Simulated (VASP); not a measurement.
# NaI (I4/mmm) in VASP: further runs

Runs on NaI. Level: r2SCAN. Tasks: single point.

Everything below comes from runs of VASP 6.6.1. Logs are shortened: lines on timing, memory, paths and dates and some standing lists are left out, and cuts for length are marked.

## 1. The cell of the first run

It takes space group I4/mmm (No. 139, tetragonal). The conventional cell has a = 4.646 Å, b = 4.646 Å, c = 6.376 Å, α = 90.00°, β = 90.00°, γ = 90.00°. Within 4.2 Å of Na (site symmetry 4/mmm) lie 6 I at 3.19 to 3.28 Å. Within 4.2 Å of I (site symmetry 4/mmm) lie 6 Na at 3.19 to 3.28 Å.

## 2. Single point, r2SCAN (strain +0.015 along x and y, -0.015 along z)

File POSCAR:

```
NaI
1.0
    0.0000000000      3.2849460000      3.1878540000
    3.2849460000      0.0000000000      3.1878540000
    3.2849460000      3.2849460000      0.0000000000
Na I
1 1
Direct
    0.0000000000      0.0000000000      0.0000000000
    0.5000000000      0.5000000000      0.5000000000
```

File INCAR.step1:

```
SYSTEM = NaI
PREC = Accurate ; ENCUT = 520
ISMEAR = 0 ; SIGMA = 0.05
LREAL = .False. ; LASPH = .True.
NELM = 80 ; NBANDS = 14
GGA = PE ; ALGO = Normal
EDIFF = 1E-4 ; LWAVE = .True.
LCHARG = .False.
```

File INCAR.step2:

```
SYSTEM = NaI
PREC = Accurate ; ENCUT = 520
EDIFF = 1E-6 ; ISMEAR = 0
SIGMA = 0.05 ; LREAL = .False.
LASPH = .True. ; NELM = 80
ALGO = Normal ; ISIF = 2
LWAVE = .False. ; LCHARG = .False.
METAGGA = R2SCAN ; LMIXTAU = .True.
NBANDS = 14 ; ISTART = 1
```

File KPOINTS:

```
Automatic mesh
0
Gamma
  6 6 6
  0 0 0
```

Potentials or basis: VASP PAW PBE potentials, release 64 (Na_pv, I).

The run is started by

```
$ cat potpaw_PBE.64/Na_pv/POTCAR potpaw_PBE.64/I/POTCAR > POTCAR
$ cp INCAR.step1 INCAR
$ mpirun -np 1 vasp_std > vasp.out
$ cp INCAR.step2 INCAR
$ mpirun -np 1 vasp_std > vasp.out
```

OUTCAR:

```text
SYSTEM = NaI
   PREC = Accurate
   ENCUT = 520
   EDIFF = 1E-6
   ISMEAR = 0
   LREAL = .False.
   LASPH = .True.
   NELM = 80
   ISIF = 2
   METAGGA = R2SCAN
   ISTART = 1

 ion  position               nearest neighbor table
   1  0.000  0.000  0.000-
   2  0.500  0.500  0.500-

  LATTYP: Found a body centered tetragonal cell.
 ALAT       =     4.6456151849
 C/A-ratio  =     1.3724141467

  Lattice vectors:

 A1 = (   0.0000000000,  -3.2849460000,  -3.1878540000)
 A2 = (   0.0000000000,   3.2849460000,  -3.1878540000)
 A3 = (   3.2849460000,   0.0000000000,   3.1878540000)

Analysis of symmetry for initial positions (statically):
=====================================================================
 Subroutine PRICEL returns:
 Original cell was already a primitive cell.

 Routine SETGRP: Setting up the symmetry group for a
 body centered tetragonal supercell.

 Subroutine GETGRP returns: Found 16 space group operations
 (whereof 16 operations were pure point group operations)
 out of a pool of 16 trial point group operations.

The static configuration has the point symmetry D_4h.

Analysis of symmetry for dynamics (positions and initial velocities):
=====================================================================
 Subroutine PRICEL returns:
 Original cell was already a primitive cell.

 Routine SETGRP: Setting up the symmetry group for a
 body centered tetragonal supercell.

 Subroutine GETGRP returns: Found 16 space group operations
 (whereof 16 operations were pure point group operations)
 out of a pool of 16 trial point group operations.

The dynamic configuration has the point symmetry D_4h.

 Subroutine INISYM returns: Found 16 space group operations
 (whereof 16 operations are pure point group operations),
 and found     1 'primitive' translations

----------------------------------------------------------------------------------------

                                     Primitive cell

  volume of cell :      68.7994

  direct lattice vectors                    reciprocal lattice vectors
     0.000000000  3.284946000  3.187854000    -0.152209504  0.152209504  0.156845326
     3.284946000  0.000000000  3.187854000     0.152209504 -0.152209504  0.156845326
     3.284946000  3.284946000  0.000000000     0.152209504  0.152209504 -0.156845326

  length of vectors
     4.577475652  4.577475652  4.645615185     0.266337985  0.266337985  0.266337985

  position of ions in fractional coordinates (direct lattice)
     0.000000000  0.000000000  0.000000000
     0.500000000  0.500000000  0.500000000

  ion indices of the primitive-cell ions
   primitive index   ion index
                 1           1
                 2           2

----------------------------------------------------------------------------------------

 KPOINTS: Automatic mesh

Automatic generation of k-mesh.
 Grid dimensions read from file:
 generate k-points for:    6    6    6

 Generating k-lattice:

  Cartesian coordinates                     Fractional coordinates (reciprocal lattice)
    -0.025368251  0.025368251  0.026140888     0.166666667  0.000000000  0.000000000
     0.025368251 -0.025368251  0.026140888     0.000000000  0.166666667  0.000000000
     0.025368251  0.025368251 -0.026140888     0.000000000  0.000000000  0.166666667

  Length of vectors
     0.044389664  0.044389664  0.044389664

  Shift w.r.t. Gamma in fractional coordinates (k-lattice)
     0.000000000  0.000000000  0.000000000

 Subroutine IBZKPT returns following result:
 ===========================================

 Found     30 irreducible k-points:

 Following reciprocal coordinates:
            Coordinates               Weight
  0.000000  0.000000  0.000000      1.000000
  0.166667  0.000000  0.000000      8.000000
  0.333333  0.000000  0.000000      8.000000
  0.500000  0.000000  0.000000      4.000000
  0.166667  0.166667  0.000000      2.000000
  0.333333  0.166667  0.000000      8.000000
[... 16 lines left out ...]
  0.333333  0.000000  0.333333      4.000000
  0.500000 -0.000000  0.333333     16.000000
 [... further k-points ...]
   k-points           NKPTS =     30   k-points in BZ     NKDIM =     30   number of bands    NBANDS=     14
   number of dos      NEDOS =    301   number of ions     NIONS =      2
   total plane-waves  NPLWV =  46656
   dimension x,y,z NGX =    36 NGY =   36 NGZ =   36
   dimension x,y,z NGXF=    72 NGYF=   72 NGZF=   72
   ions per type =               1   1
   NGX,Y,Z   is equivalent  to a cutoff of  13.07, 13.07, 12.88 a.u.
   NGXF,Y,Z  is equivalent  to a cutoff of  26.15, 26.15, 25.77 a.u.
 SYSTEM =  NaI
   PREC   = accura    normal or accurate (medium, high low for compatibility)
   ISTART =      1    job   : 0-new  1-cont  2-samecut
   ICHARG =      0    charge: 1-file 2-atom 10-const
   ISPIN  =      1    spin polarized calculation?
   LNONCOLLINEAR =      F non collinear calculations
   LSORBIT =      F    spin-orbit coupling
   LASPH  =      T    aspherical Exc in radial PAW
   ENCUT  =  520.0 eV  38.22 Ry    6.18 a.u.   8.51  8.51  8.64*2*pi/ulx,y,z
   NELM   =     80;   NELMIN=  2; NELMDL=  0     # of ELM steps
   EDIFF  = 0.1E-05   stopping-criterion for ELM
   LREAL  =      F    real-space projection
   EDIFFG = 0.1E-04   stopping-criterion for IOM
   NSW    =      0    number of steps for IOM
   IBRION =     -1    ionic relax: 0-MD 1-quasi-New 2-CG
   NFREE  =      0    steps in history (QN), initial steepest desc. (CG)
   ISIF   =      2    stress and relaxation
   ISYM   =      2    0-nonsym 1-usesym 2-fastsym
   POTIM  = 0.5000    time-step for ionic-motion
   TEBEG  =    0.0;   TEEND  =   0.0 temperature during run
   PSTRESS=    0.0 pullay stress
   NELECT =      14.0000    total number of electrons
   NUPDOWN=      -1.0000    fix difference up-down
   EMIN   =  10.00;   EMAX   =-10.00  energy-range for DOS
   EFERMI =   0.00;   METHOD = LEGACY
   ISMEAR =     0;   SIGMA  =   0.05  broadening in eV -4-tet -1-fermi 0-gaus
   EFERMI_NEDOS =   21; number of points for ismear=-14 and -15
   IALGO  =     38    algorithm
   IMIX   =      4    mixing-type and parameters
     AMIX     =   0.40;   BMIX     =  1.00
     AMIX_MAG =   1.60;   BMIX_MAG =  1.00
  volume/ion in A,a.u.               =      34.40       232.14
  Fermi-wavevector in a.u.,A,eV,Ry     =   0.962918  1.819651 12.615467  0.927211
  Thomas-Fermi vector in A             =   2.092418
   LORBIT       =      0    0 simple, 1 ext, 2 COOP (PROOUT), +10 PAW based schemes
   METAGGA = R2SCAN    functional components
   LHFCALC =     F    Hartree Fock is set to
   AEXX    =    0.0000 exact exchange contribution
   IVDW    =     0    specifies the selected vdW correction
   LEPSILON=     F    determine dielectric tensor
   LRPA    =     F    only Hartree local field effects (RPA)
 non-spin polarized calculation
 Gauss-broadening in eV      SIGMA  =   0.05
  energy-cutoff  :      520.00
  volume of cell :       68.80
 maximum number of plane-waves:      1883
 NGX is ok and might be reduce to    36
   NGX = 17   NGY = 17   NGZ = 17

 number of electron      13.9999994 magnetization

 Free energy of the ion-electron system (eV)
  ---------------------------------------------------
  ext. energy  EPLUGINS =         0.00000000
  ---------------------------------------------------
  free energy    TOTEN  =       -31.08021123 eV

  energy without entropy =      -31.08021123  energy(sigma->0) =      -31.08021123

 E-fermi :   0.6255     XC(G=0):  -8.0046

 val. band max:        0.3909458638   @ k =   0.0000   0.0000   0.0000
 cond. band min:       4.7740996712   @ k =   0.0000   0.0000   0.0000
 fundamental gap:      4.3831538074
 Fermi energy:         0.6255117287

 k-point     1 :       0.0000    0.0000    0.0000
  band No.  band energies     occupation
      1     -22.8878      2.00000
      2     -22.8877      2.00000
      3     -22.8854      2.00000
      4     -10.9297      2.00000
      5       0.3518      2.00000
      6       0.3909      2.00000
      7       0.3909      2.00000
      8       4.7741      0.00000
      9       8.7933      0.00000
     10       8.7933      0.00000
     11       8.9854      0.00000
     12      10.5193      0.00000
     13      10.8403      0.00000
     14      11.4824      0.00000

 k-point     2 :       0.1667    0.0000    0.0000
  band No.  band energies     occupation
      1     -22.8886      2.00000
      2     -22.8879      2.00000
      3     -22.8857      2.00000
      4     -10.8544      2.00000
      5      -0.3149      2.00000
      6       0.2993      2.00000
      7       0.3041      2.00000
      8       5.5473      0.00000
      9       8.3883      0.00000
     10       8.9773      0.00000
     11       9.1544      0.00000
     12      10.1424      0.00000
     13      10.3223      0.00000
     14      12.0490      0.00000

 k-point     3 :       0.3333    0.0000    0.0000
  band No.  band energies     occupation
      1     -22.8906      2.00000
      2     -22.8881      2.00000
      3     -22.8860      2.00000
      4     -10.6949      2.00000
      5      -1.3333      2.00000
      6       0.1421      2.00000
      7       0.1732      2.00000
      8       6.1104      0.00000
      9       8.5667      0.00000
     10       8.8075      0.00000
     11       9.1120      0.00000
     12      11.2420      0.00000
     13      11.3085      0.00000
     14      11.3956      0.00000
[... 324 lines left out ...]
 k-point    23 :       0.3333    0.0000    0.3333
  band No.  band energies     occupation
      1     -22.8904      2.00000
      2     -22.8887      2.00000
      3     -22.8865      2.00000
      4     -10.6386      2.00000
      5      -1.1817      2.00000
      6      -0.2315      2.00000
      7      -0.1291      2.00000
      8       6.1470      0.00000
      9       6.8149      0.00000
     10       9.2533      0.00000
     11      10.9958      0.00000
     12      11.2448      0.00000
     13      11.8733      0.00000
     14      15.0969      0.00000

 k-point    24 :       0.5000   -0.0000    0.3333
  band No.  band energies     occupation
      1     -22.8908      2.00000
      2     -22.8891      2.00000
      3     -22.8869      2.00000
      4     -10.5581      2.00000
      5      -1.3666      2.00000
      6      -0.5711      2.00000
      7      -0.2300      2.00000
      8       6.1325      0.00000
      9       7.1095      0.00000
     10       9.5813      0.00000
     11      10.6228      0.00000
     12      12.0511      0.00000
     13      13.4570      0.00000
     14      14.3665      0.00000

 [... further k-points ...]

------------------------ aborting loop because EDIFF is reached ----------------------------------------

  FORCE on cell =-STRESS in cart. coord.  units (eV):
  Direction    XX          YY          ZZ          XY          YZ          ZX
  --------------------------------------------------------------------------------------
  -------------------------------------------------------------------------------------
  Total       -0.2791620     -0.2791620      0.0549680      0.0000000      0.0000000      0.0000000
  in kB       -6.5010263     -6.5010263      1.2800766      0.0000000      0.0000000      0.0000000
  external PRESSURE =      -3.9073254 kB  Pullay stress =       0.0000000 kB

 VOLUME and BASIS-vectors are now :
 -----------------------------------------------------------------------------
  energy-cutoff  :      520.00
  volume of cell :       68.80
      direct lattice vectors                 reciprocal lattice vectors
     0.000000000  3.284946000  3.187854000    -0.152209504  0.152209504  0.156845326
     3.284946000  0.000000000  3.187854000     0.152209504 -0.152209504  0.156845326
     3.284946000  3.284946000  0.000000000     0.152209504  0.152209504 -0.156845326

 POSITION                                       TOTAL-FORCE (eV/Angst)
 -----------------------------------------------------------------------------------
      0.00000      0.00000      0.00000         0.000000     -0.000000      0.000000
      3.28495      3.28495      3.18785        -0.000000      0.000000      0.000000
 -----------------------------------------------------------------------------------
    total drift:                                0.000000      0.000000      0.000000

  FREE ENERGIE OF THE ION-ELECTRON SYSTEM (eV)
  ---------------------------------------------------
  free  energy   TOTEN  =       -31.0802112272 eV

  energy  without entropy=      -31.0802112272  energy(sigma->0) =      -31.08021123
```

Wall time 66 s (1 thread of AMD EPYC 9R45 (Zen 5), shared host); peak memory 0.19 GiB.

What came out:

| Property | Result |
| --- | --- |
| Free energy | -31.0802 eV |
| Pressure | -0.4 GPa |
| Band gap on the k mesh | 4.38 eV |

Levels at points of the mesh, in eV from the valence-band top:
| k point | band 5 | band 6 | band 7 | band 8 | band 9 | band 10 |
| --- | --- | --- | --- | --- | --- | --- |
| (0.00, 0.00, 0.00) | -0.04 | 0.00 | 0.00 | 4.38 | 8.40 | 8.40 |
| (0.50, 0.00, 0.00) | -2.15 | -0.32 | -0.28 | 5.67 | 7.93 | 8.18 |
| (0.50, 0.50, 0.00) | -1.89 | -0.80 | -0.80 | 5.18 | 5.98 | 10.76 |
| (0.50, 0.00, 0.50) | -1.90 | -0.79 | -0.67 | 5.22 | 6.07 | 10.54 |

Caveat: the cell differs from its parent crystal (strain +0.015 along x and y, -0.015 along z); the PAW data sets were made with another functional, which shifts forces and pressure a little; spin-orbit coupling is left out, which moves the levels of the heavy elements.

(Continued in part 2 of 3.)
